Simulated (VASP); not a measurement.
# KTaO3 (P4/mmm) in VASP: single point with PBE

Aim: the single point of KTaO3 with PBE.

Program: VASP 6.6.1. These are calculated values, not measurements. Logs are shortened: lines on timing, memory, paths and dates and some standing lists are left out, and cuts for length are marked.

### Step 1. The cell of the first run

The structure is tetragonal, space group P4/mmm (No. 123). The conventional cell has a = 3.988 Å, b = 3.988 Å, c = 4.108 Å, α = 90.00°, β = 90.00°, γ = 90.00°. Within 3.7 Å of K (site symmetry 4/mmm) lie 12 O at 2.82 to 2.86 Å and 8 Ta at 3.49 Å. Within 2.6 Å of Ta (site symmetry 4/mmm) lie 6 O at 1.99 to 2.05 Å. O (site symmetry mmm) has 2 Ta at 1.99 Å within 2.6 Å. O (site symmetry 4/mmm) has 2 Ta at 2.05 Å within 2.7 Å.

### Step 2. Single point, PBE (zz strain of +3 %)

File INCAR:

```
PREC     = Accurate       # precision mode
ENCUT    = 520            # plane-wave cutoff, eV
EDIFF    = 1E-7           # SCF threshold, eV
ISMEAR   = -1             # smearing method
SIGMA    = 0.01           # smearing width, eV
LREAL    = F              # projectors in reciprocal space
LASPH    = T              # aspherical terms in the spheres
NELM     = 80             # most SCF steps
ALGO     = Normal         # electronic algorithm
ISIF     = 2              # what is computed and relaxed
LWAVE    = F              # write WAVECAR
LCHARG   = T              # write CHGCAR
GGA      = PE             # functional
LELF     = T              # ELF
LVHAR    = T            
NBANDS   = 27             # bands
```

File KPOINTS:

```
regular mesh
0
Gamma
  5 5 5
```

File POSCAR:

```
KTaO3
1.0
    3.9883000000      0.0000000000      0.0000000000
    0.0000000000      3.9883000000      0.0000000000
    0.0000000000      0.0000000000      4.1079490000
K Ta O
1 1 3
Direct
    0.5000000000      0.5000000000      0.5000000000
    0.0000000000      0.0000000000      0.0000000000
    0.5000000000      0.0000000000      0.0000000000
    0.0000000000      0.5000000000      0.0000000000
    0.0000000000      0.0000000000      0.5000000000
```

Potentials or basis: VASP PAW PBE potentials, release 64 (K_sv, Ta_pv, O).

Run with:

```console
cat potpaw_PBE.64/K_sv/POTCAR potpaw_PBE.64/Ta_pv/POTCAR potpaw_PBE.64/O/POTCAR > POTCAR
mpirun -np 1 vasp_std > vasp.out
```

OUTCAR:

```text
PREC = Accurate
   ENCUT = 520
   EDIFF = 1E-7
   ISMEAR = -1
   LREAL = F
   LASPH = T
   NELM = 80
   ISIF = 2
   GGA = PE

 ion  position               nearest neighbor table
   1  0.500  0.500  0.500-   5 2.82   5 2.82   5 2.82   5 2.82   4 2.86   3 2.86   4 2.86   3 2.86
                             4 2.86   3 2.86   4 2.86   3 2.86   2 3.49   2 3.49   2 3.49   2 3.49
   2  0.000  0.000  0.000-   3 1.99   4 1.99   4 1.99   3 1.99   5 2.05   5 2.05   1 3.49   1 3.49
                             1 3.49   1 3.49   1 3.49   1 3.49   1 3.49   1 3.49
   3  0.500  0.000  0.000-   2 1.99   2 1.99   1 2.86   1 2.86   1 2.86   1 2.86
   4  0.000  0.500  0.000-   2 1.99   2 1.99   1 2.86   1 2.86   1 2.86   1 2.86
   5  0.000  0.000  0.500-   2 2.05   2 2.05   1 2.82   1 2.82   1 2.82   1 2.82

  LATTYP: Found a simple tetragonal cell.
 ALAT       =     3.9883000000
 C/A-ratio  =     1.0300000000

  Lattice vectors:

 A1 = (   3.9883000000,   0.0000000000,   0.0000000000)
 A2 = (   0.0000000000,   3.9883000000,   0.0000000000)
 A3 = (   0.0000000000,   0.0000000000,   4.1079490000)

Analysis of symmetry for initial positions (statically):
=====================================================================
 Subroutine PRICEL returns:
 Original cell was already a primitive cell.

 Routine SETGRP: Setting up the symmetry group for a
 simple tetragonal supercell.

 Subroutine GETGRP returns: Found 16 space group operations
 (whereof 16 operations were pure point group operations)
 out of a pool of 16 trial point group operations.

The static configuration has the point symmetry D_4h.

Analysis of symmetry for dynamics (positions and initial velocities):
=====================================================================
 Subroutine PRICEL returns:
 Original cell was already a primitive cell.

 Routine SETGRP: Setting up the symmetry group for a
 simple tetragonal supercell.

 Subroutine GETGRP returns: Found 16 space group operations
 (whereof 16 operations were pure point group operations)
 out of a pool of 16 trial point group operations.

The dynamic configuration has the point symmetry D_4h.

 Subroutine INISYM returns: Found 16 space group operations
 (whereof 16 operations are pure point group operations),
 and found     1 'primitive' translations

----------------------------------------------------------------------------------------

                                     Primitive cell

  volume of cell :      65.3432

  direct lattice vectors                    reciprocal lattice vectors
     3.988300000  0.000000000  0.000000000     0.250733395  0.000000000  0.000000000
     0.000000000  3.988300000  0.000000000     0.000000000  0.250733395  0.000000000
     0.000000000  0.000000000  4.107949000     0.000000000  0.000000000  0.243430481

  length of vectors
     3.988300000  3.988300000  4.107949000     0.250733395  0.250733395  0.243430481

  position of ions in fractional coordinates (direct lattice)
     0.500000000  0.500000000  0.500000000
     0.000000000  0.000000000  0.000000000
     0.500000000  0.000000000  0.000000000
     0.000000000  0.500000000  0.000000000
     0.000000000  0.000000000  0.500000000

  ion indices of the primitive-cell ions
   primitive index   ion index
                 1           1
                 2           2
                 3           3
                 4           4
                 5           5

----------------------------------------------------------------------------------------

 KPOINTS: regular mesh

Automatic generation of k-mesh.
 Grid dimensions read from file:
 generate k-points for:    5    5    5

 Generating k-lattice:

  Cartesian coordinates                     Fractional coordinates (reciprocal lattice)
     0.050146679  0.000000000  0.000000000     0.200000000  0.000000000  0.000000000
     0.000000000  0.050146679  0.000000000     0.000000000  0.200000000  0.000000000
     0.000000000  0.000000000  0.048686096     0.000000000  0.000000000  0.200000000

  Length of vectors
     0.050146679  0.050146679  0.048686096

  Shift w.r.t. Gamma in fractional coordinates (k-lattice)
     0.000000000  0.000000000  0.000000000

 Subroutine IBZKPT returns following result:
 ===========================================

 Found     18 irreducible k-points:

 Following reciprocal coordinates:
            Coordinates               Weight
  0.000000  0.000000  0.000000      1.000000
  0.200000  0.000000  0.000000      4.000000
  0.400000  0.000000  0.000000      4.000000
  0.200000  0.200000  0.000000      4.000000
  0.400000  0.200000  0.000000      8.000000
  0.400000  0.400000  0.000000      4.000000
[... 10 lines left out ...]
  0.400000  0.200000  0.400000     16.000000
  0.400000  0.400000  0.400000      8.000000
   k-points           NKPTS =     18   k-points in BZ     NKDIM =     18   number of bands    NBANDS=     27
   number of dos      NEDOS =    301   number of ions     NIONS =      5
   total plane-waves  NPLWV =  28800
   dimension x,y,z NGX =    30 NGY =   30 NGZ =   32
   dimension x,y,z NGXF=    60 NGYF=   60 NGZF=   64
   ions per type =               1   1   3
   NGX,Y,Z   is equivalent  to a cutoff of  12.51, 12.51, 12.95 a.u.
   NGXF,Y,Z  is equivalent  to a cutoff of  25.01, 25.01, 25.90 a.u.
 SYSTEM =  unknown system
   PREC   = accura    normal or accurate (medium, high low for compatibility)
   ISTART =      0    job   : 0-new  1-cont  2-samecut
   ICHARG =      2    charge: 1-file 2-atom 10-const
   ISPIN  =      1    spin polarized calculation?
   LNONCOLLINEAR =      F non collinear calculations
   LSORBIT =      F    spin-orbit coupling
   LASPH  =      T    aspherical Exc in radial PAW
   ENCUT  =  520.0 eV  38.22 Ry    6.18 a.u.   7.42  7.42  7.64*2*pi/ulx,y,z
   NELM   =     80;   NELMIN=  2; NELMDL= -5     # of ELM steps
   EDIFF  = 0.1E-06   stopping-criterion for ELM
   LREAL  =      F    real-space projection
   EDIFFG = 0.1E-05   stopping-criterion for IOM
   NSW    =      0    number of steps for IOM
   IBRION =     -1    ionic relax: 0-MD 1-quasi-New 2-CG
   NFREE  =      0    steps in history (QN), initial steepest desc. (CG)
   ISIF   =      2    stress and relaxation
   ISYM   =      2    0-nonsym 1-usesym 2-fastsym
   POTIM  = 0.5000    time-step for ionic-motion
   TEBEG  =    0.0;   TEEND  =   0.0 temperature during run
   PSTRESS=    0.0 pullay stress
   NELECT =      38.0000    total number of electrons
   NUPDOWN=      -1.0000    fix difference up-down
   EMIN   =  10.00;   EMAX   =-10.00  energy-range for DOS
   EFERMI =   0.00;   METHOD = LEGACY
   ISMEAR =    -1;   SIGMA  =   0.01  broadening in eV -4-tet -1-fermi 0-gaus
   EFERMI_NEDOS =   21; number of points for ismear=-14 and -15
   IALGO  =     38    algorithm
   IMIX   =      4    mixing-type and parameters
     AMIX     =   0.40;   BMIX     =  1.00
     AMIX_MAG =   1.60;   BMIX_MAG =  1.00
  volume/ion in A,a.u.               =      13.07        88.19
  Fermi-wavevector in a.u.,A,eV,Ry     =   1.366477  2.582268 25.405623  1.867261
  Thomas-Fermi vector in A             =   2.492615
   LORBIT       =      0    0 simple, 1 ext, 2 COOP (PROOUT), +10 PAW based schemes
   GGA     = PE    functional components
[... 5 lines left out ...]
 non-spin polarized calculation
  energy-cutoff  :      520.00
  volume of cell :       65.34
 maximum number of plane-waves:      1787
 NGX is ok and might be reduce to    30
   NGX = 15   NGY = 15   NGZ = 15

 number of electron      37.9999989 magnetization

 Free energy of the ion-electron system (eV)
  ---------------------------------------------------
  ext. energy  EPLUGINS =         0.00000000
  ---------------------------------------------------
  free energy    TOTEN  =       -41.02360136 eV

  energy without entropy =      -41.02360136  energy(sigma->0) =      -41.02360136

 E-fermi :   1.7876     XC(G=0): -10.7205

 val. band max:        1.5064074025   @ k =   0.4000   0.4000   0.4000
 cond. band min:       3.6952633979   @ k =   0.0000   0.0000   0.0000
 fundamental gap:      2.1888559955
 Fermi energy:         1.7875538500

 k-point     1 :       0.0000    0.0000    0.0000
  band No.  band energies     occupation
      1     -32.6729      2.00000
      2     -32.6729      2.00000
      3     -32.6387      2.00000
      4     -25.7424      2.00000
      5     -15.8960      2.00000
      6     -15.2901      2.00000
[... 19 lines left out ...]
     26       9.5969      0.00000
     27       9.7494      0.00000

 k-point     2 :       0.2000    0.0000    0.0000
  band No.  band energies     occupation
      1     -32.7038      2.00000
      2     -32.6717      2.00000
      3     -32.6376      2.00000
      4     -25.7337      2.00000
      5     -15.7740      2.00000
      6     -15.1137      2.00000
[... 19 lines left out ...]
     26      10.1447      0.00000
     27      10.3002      0.00000

 k-point     3 :       0.4000    0.0000    0.0000
  band No.  band energies     occupation
      1     -32.7533      2.00000
      2     -32.6698      2.00000
      3     -32.6356      2.00000
      4     -25.7197      2.00000
      5     -15.7223      2.00000
      6     -14.9941      2.00000
[... 19 lines left out ...]
     26      10.9952      0.00000
     27      12.0574      0.00000

 k-point     4 :       0.2000    0.2000    0.0000
  band No.  band energies     occupation
      1     -32.7028      2.00000
      2     -32.7023      2.00000
      3     -32.6364      2.00000
      4     -25.7264      2.00000
      5     -15.5572      2.00000
      6     -15.0170      2.00000
[... 19 lines left out ...]
     26      10.6416      0.00000
     27      10.7376      0.00000

 k-point     5 :       0.4000    0.2000    0.0000
  band No.  band energies     occupation
      1     -32.7518      2.00000
      2     -32.7005      2.00000
      3     -32.6345      2.00000
      4     -25.7145      2.00000
      5     -15.4282      2.00000
      6     -14.9168      2.00000
[... 19 lines left out ...]
     26      11.3669      0.00000
     27      12.3143      0.00000

 k-point     6 :       0.4000    0.4000    0.0000
  band No.  band energies     occupation
      1     -32.7496      2.00000
      2     -32.7494      2.00000
      3     -32.6326      2.00000
      4     -25.7062      2.00000
      5     -15.1321      2.00000
      6     -14.5421      2.00000
[... 264 lines left out ...]
      1     -32.7506      2.00000
      2     -32.6892      2.00000
      3     -32.6679      2.00000
      4     -25.7098      2.00000
      5     -15.5531      2.00000
      6     -14.5506      2.00000
[... 19 lines left out ...]
     26      12.4890      0.00000
     27      12.6342      0.00000

 k-point    16 :       0.2000    0.2000    0.4000
  band No.  band energies     occupation
      1     -32.7006      2.00000
      2     -32.7002      2.00000
      3     -32.6902      2.00000
      4     -25.7132      2.00000
      5     -15.4182      2.00000
      6     -14.9898      2.00000
[... 19 lines left out ...]
     26      11.4821      0.00000
     27      12.0867      0.00000

 k-point    17 :       0.4000    0.2000    0.4000
  band No.  band energies     occupation
      1     -32.7493      2.00000
      2     -32.6984      2.00000
      3     -32.6879      2.00000
      4     -25.7047      2.00000
      5     -15.1936      2.00000
      6     -14.5292      2.00000
[... 19 lines left out ...]
     26      11.8418      0.00000
     27      12.3256      0.00000

 k-point    18 :       0.4000    0.4000    0.4000
  band No.  band energies     occupation
      1     -32.7473      2.00000
      2     -32.7471      2.00000
      3     -32.6858      2.00000
      4     -25.6963      2.00000
      5     -14.5506      2.00000
      6     -14.4691      2.00000
[... 19 lines left out ...]
     26      12.6526      0.00000
     27      12.8678      0.00000

------------------------ aborting loop because EDIFF is reached ----------------------------------------

  FORCE on cell =-STRESS in cart. coord.  units (eV):
  Direction    XX          YY          ZZ          XY          YZ          ZX
  --------------------------------------------------------------------------------------
  -------------------------------------------------------------------------------------
  Total        1.4930634      1.4930634     -2.4612901      0.0000000      0.0000000      0.0000000
  in kB       36.6090232     36.6090232    -60.3493650      0.0000000      0.0000000      0.0000000
  external PRESSURE =       4.2895604 kB  Pullay stress =       0.0000000 kB

 VOLUME and BASIS-vectors are now :
 -----------------------------------------------------------------------------
  energy-cutoff  :      520.00
  volume of cell :       65.34
      direct lattice vectors                 reciprocal lattice vectors
     3.988300000  0.000000000  0.000000000     0.250733395  0.000000000  0.000000000
     0.000000000  3.988300000  0.000000000     0.000000000  0.250733395  0.000000000
     0.000000000  0.000000000  4.107949000     0.000000000  0.000000000  0.243430481

 POSITION                                       TOTAL-FORCE (eV/Angst)
 -----------------------------------------------------------------------------------
      1.99415      1.99415      2.05397         0.000000      0.000000      0.000000
      0.00000      0.00000      0.00000         0.000000      0.000000      0.000000
      1.99415      0.00000      0.00000         0.000000      0.000000      0.000000
      0.00000      1.99415      0.00000         0.000000      0.000000      0.000000
      0.00000      0.00000      2.05397         0.000000      0.000000      0.000000
 -----------------------------------------------------------------------------------
    total drift:                                0.000000     -0.000000      0.000000

  FREE ENERGIE OF THE ION-ELECTRON SYSTEM (eV)
  ---------------------------------------------------
  free  energy   TOTEN  =       -41.0236013626 eV

  energy  without entropy=      -41.0236013626  energy(sigma->0) =      -41.02360136
```

Wall time 81 s (1 thread of Intel Xeon 8259CL, shared host); peak memory 0.19 GiB.

Results:

```yaml
Free_energy: -41.0236 eV
Pressure: 0.4 GPa
Band_gap_on_the_k_mesh: 2.19 eV, indirect (least direct gap 2.69 eV)
```

Stress tensor (GPa, compression positive):
```
 3.66  0.00  0.00
 0.00  3.66  0.00
 0.00  0.00 -6.03
```

Caveat: the cell differs from its parent crystal (zz strain of +3 %); spin-orbit coupling is left out, which moves the levels of the heavy elements. A k mesh can miss the band edges.
